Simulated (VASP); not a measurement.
# VAu (R-3m) in VASP: density of states with PBEsol

Aim: the density of states of VAu with PBEsol.

Everything below comes from runs of VASP 6.6.1. Logs are shortened: lines on timing, memory, paths and dates and some standing lists are left out, and cuts for length are marked.

**1. The cell of the first run**

Symmetry: R-3m, No. 166, trigonal system. Conventional cell: a = 2.761 Å, b = 2.761 Å, c = 13.706 Å, α = 90.00°, β = 90.00°, γ = 120.00°. Within 3.6 Å of V (site symmetry -3m) lie 6 V at 2.76 Å and 6 Au at 2.79 Å. Within 3.6 Å of Au (site symmetry -3m) lie 6 Au at 2.76 Å and 6 V at 2.79 Å.

**2. Density of states, PBEsol, collinear spin, ferromagnetic start**

The input, POSCAR:

```
VAu
1.0
    1.3802760729      0.7969027622      4.5685450492
   -1.3802760729      0.7969027622      4.5685450492
    0.0000000000     -1.5938055245      4.5685450492
V Au
1 1
Direct
    0.5000000000      0.5000000000      0.5000000000
    0.0000000000      0.0000000000      0.0000000000
```

The input, INCAR.step1:

```
  PREC = Accurate
  ENCUT = 520
  EDIFF = 1E-6
  ISMEAR = 0
  SIGMA = 0.05
  LREAL = F
  LASPH = T
  NELM = 150
  ALGO = Normal
  ISIF = 2
  LWAVE = F
  LCHARG = T
  ISPIN = 2
  MAGMOM = 0.05 0
  LMAXMIX = 4
  GGA = PS
  NBANDS = 23
```

The input, KPOINTS.step1:

```
Automatic mesh
0
Gamma
  14 14 14
```

The input, INCAR.step2:

```
  PREC = Accurate
  ENCUT = 520
  EDIFF = 1E-6
  ISMEAR = -5
  SIGMA = 0.05
  LREAL = F
  LASPH = T
  NELM = 150
  ALGO = Normal
  ISIF = 2
  LWAVE = F
  LCHARG = F
  ISPIN = 2
  MAGMOM = 0.05 0
  LORBIT = 11
  LMAXMIX = 4
  GGA = PS
  NBANDS = 23
  NEDOS = 1001
  ICHARG = 11
```

The input, KPOINTS.step2:

```
Automatic mesh
0
Gamma
  21 21 21
```

Potentials or basis: VASP PAW PBE potentials, release 64 (V_sv, Au).

Started as:

```console
> cat potpaw_PBE.64/V_sv/POTCAR potpaw_PBE.64/Au/POTCAR > POTCAR
> cp INCAR.step1 INCAR
> cp KPOINTS.step1 KPOINTS
> mpirun -np 1 vasp_std > vasp.out
> cp INCAR.step2 INCAR
> cp KPOINTS.step2 KPOINTS
> mpirun -np 1 vasp_std > vasp.out
```

OUTCAR:

```text
PREC = Accurate
   ENCUT = 520
   EDIFF = 1E-6
   ISMEAR = -5
   LREAL = F
   LASPH = T
   NELM = 150
   ISIF = 2
   ISPIN = 2
   LORBIT = 11
   GGA = PS
   ICHARG = 11

 ion  position               nearest neighbor table
   1  0.500  0.500  0.500-   2 2.79   2 2.79   2 2.79   2 2.79   2 2.79   2 2.79
   2  0.000  0.000  0.000-   1 2.79   1 2.79   1 2.79   1 2.79   1 2.79   1 2.79

  LATTYP: Found a trigonal (rhomboedric) cell.
 ALAT       =     4.8385762282
 COS(alpha) =     0.8372478480

  Lattice vectors:

 A1 = (   1.3802760729,   0.7969027622,   4.5685450492)
 A2 = (  -1.3802760729,   0.7969027622,   4.5685450492)
 A3 = (   0.0000000000,  -1.5938055245,   4.5685450492)

Analysis of symmetry for initial positions (statically):
=====================================================================
 Subroutine PRICEL returns:
 Original cell was already a primitive cell.

 Routine SETGRP: Setting up the symmetry group for a
 trigonal (rhombohedral) supercell.

 Subroutine GETGRP returns: Found 12 space group operations
 (whereof 12 operations were pure point group operations)
 out of a pool of 12 trial point group operations.

The static configuration has the point symmetry D_3d.

Analysis of symmetry for dynamics (positions and initial velocities):
=====================================================================
 Subroutine PRICEL returns:
 Original cell was already a primitive cell.

 Routine SETGRP: Setting up the symmetry group for a
 trigonal (rhombohedral) supercell.

 Subroutine GETGRP returns: Found 12 space group operations
 (whereof 12 operations were pure point group operations)
 out of a pool of 12 trial point group operations.

The dynamic configuration has the point symmetry D_3d.

Analysis of structural, dynamic, and magnetic symmetry:
=====================================================================
 Subroutine PRICEL returns:
 Original cell was already a primitive cell.

 Routine SETGRP: Setting up the symmetry group for a
 trigonal (rhombohedral) supercell.

 Subroutine GETGRP returns: Found 12 space group operations
 (whereof 12 operations were pure point group operations)
 out of a pool of 12 trial point group operations.

The overall configuration has the point symmetry D_3d.

 Subroutine INISYM returns: Found 12 space group operations
 (whereof 12 operations are pure point group operations),
[... 110 lines left out ...]
   NUPDOWN=      -1.0000    fix difference up-down
   EMIN   =  10.00;   EMAX   =-10.00  energy-range for DOS
   EFERMI =   0.00;   METHOD = LEGACY
   ISMEAR =    -5;   SIGMA  =   0.05  broadening in eV -4-tet -1-fermi 0-gaus
   EFERMI_NEDOS =   21; number of points for ismear=-14 and -15
   IALGO  =     38    algorithm
   IMIX   =      4    mixing-type and parameters
     AMIX     =   0.40;   BMIX     =  1.00
     AMIX_MAG =   1.60;   BMIX_MAG =  1.00
  volume/ion in A,a.u.               =      15.08       101.73
  Fermi-wavevector in a.u.,A,eV,Ry     =   1.517208  2.867107 31.319520  2.301920
  Thomas-Fermi vector in A             =   2.626494
   LORBIT       =     11    0 simple, 1 ext, 2 COOP (PROOUT), +10 PAW based schemes
   GGA     = PS    functional components
   LHFCALC =     F    Hartree Fock is set to
   AEXX    =    0.0000 exact exchange contribution
   IVDW    =     0    specifies the selected vdW correction
   LEPSILON=     F    determine dielectric tensor
   LRPA    =     F    only Hartree local field effects (RPA)
 spin polarized calculation
 Fermi weights with tetrahedron method with Bloechl corrections
  energy-cutoff  :      520.00
  volume of cell :       30.15
 maximum number of plane-waves:       827

 number of electron      23.9999997 magnetization       0.0033935

 Free energy of the ion-electron system (eV)
  ---------------------------------------------------
  ext. energy  EPLUGINS =         0.00000000
  ---------------------------------------------------
  free energy    TOTEN  =       -13.22816918 eV

  energy without entropy =      -13.22816918  energy(sigma->0) =      -13.22816918

 E-fermi :  10.1640     XC(G=0): -13.0459

 val. band max:       10.1872146206   @ k =  -0.4286   0.1429   0.0000
 cond. band min:      10.1226868239   @ k =  -0.4762   0.4762   0.0000
 fundamental gap:     -0.0645277966
 Fermi energy:        10.1639671331

 spin component 1

 k-point     1 :       0.0000    0.0000    0.0000
  band No.  band energies     occupation
      1     -53.9061      1.00000
      2     -28.0076      1.00000
      3     -27.4877      1.00000
      4     -27.4877      1.00000
      5       0.3125      1.00000
      6       3.2425      1.00000
[... 613 lines left out ...]
     22      26.4527      0.00000
     23      28.7575      0.00000

 [... further k-points ...]

 spin component 2

 k-point     1 :       0.0000    0.0000    0.0000
  band No.  band energies     occupation
      1     -53.9036      1.00000
      2     -28.0054      1.00000
      3     -27.4850      1.00000
      4     -27.4850      1.00000
      5       0.3129      1.00000
      6       3.2431      1.00000
[... 613 lines left out ...]
     22      26.4541      0.00000
     23      28.7586      0.00000

 [... further k-points ...]
[... 5 lines left out ...]
  --------------------------------------------------------------------------------------
  -------------------------------------------------------------------------------------
  Total       -0.1878747     -0.1878747     -0.2690397      0.0000000      0.0000000      0.0000000
  in kB       -9.9833988     -9.9833988    -14.2963949      0.0000000      0.0000000      0.0000000
  external PRESSURE =     -11.4210642 kB  Pullay stress =       0.0000000 kB

 VOLUME and BASIS-vectors are now :
 -----------------------------------------------------------------------------
  energy-cutoff  :      520.00
  volume of cell :       30.15
      direct lattice vectors                 reciprocal lattice vectors
     1.380276073  0.796902762  4.568545049     0.362246372  0.209143040  0.072962689
    -1.380276073  0.796902762  4.568545049    -0.362246372  0.209143040  0.072962689
     0.000000000 -1.593805525  4.568545049     0.000000000 -0.418286081  0.072962689

 POSITION                                       TOTAL-FORCE (eV/Angst)
 -----------------------------------------------------------------------------------
      0.00000     -0.00000      6.85282        -0.000000     -0.000000      0.000000
      0.00000      0.00000      0.00000         0.000000      0.000000      0.000000
 -----------------------------------------------------------------------------------
    total drift:                                0.000000     -0.000000      0.000000

  FREE ENERGIE OF THE ION-ELECTRON SYSTEM (eV)
  ---------------------------------------------------
  free  energy   TOTEN  =       -13.2281691847 eV

  energy  without entropy=      -13.2281691847  energy(sigma->0) =      -13.22816918

 total charge

# of ion       s       p       d       tot
------------------------------------------
    1        2.287   6.176   2.985  11.449
    2        0.650   0.557   8.637   9.844
--------------------------------------------------
tot          2.937   6.733  11.622  21.293

 magnetization (x)

# of ion       s       p       d       tot
------------------------------------------
    1        0.000   0.000   0.002   0.002
    2       -0.000   0.000   0.000   0.000
--------------------------------------------------
tot          0.000   0.000   0.002   0.002
```

OUTCAR.step1:

```text
PREC = Accurate
   ENCUT = 520
   EDIFF = 1E-6
   ISMEAR = 0
   LREAL = F
   LASPH = T
[... 1490 lines left out ...]
 -----------------------------------------------------------------------------------
      0.00000     -0.00000      6.85282        -0.000000     -0.000000     -0.000000
      0.00000      0.00000      0.00000         0.000000      0.000000      0.000000
 -----------------------------------------------------------------------------------
    total drift:                                0.000000     -0.000000      0.000000

  FREE ENERGIE OF THE ION-ELECTRON SYSTEM (eV)
  ---------------------------------------------------
  free  energy   TOTEN  =       -13.2290982705 eV

  energy  without entropy=      -13.2253406833  energy(sigma->0) =      -13.22721948
```

Run time: 23 min. Hardware: 1 thread of Intel Xeon Platinum 8375C at 2.90GHz (Ice Lake), shared host; peak memory 0.99 GiB.

Results:

* Net moment: 0.00 μB per cell
* Valence electrons inside the program's atomic spheres: V 11.45; Au 9.84

Caveat: the PAW data sets were made with another functional, which shifts forces and pressure a little; spin-orbit coupling is left out, which moves the levels of the heavy elements; tetrahedron occupations give inexact forces and stress in metals.
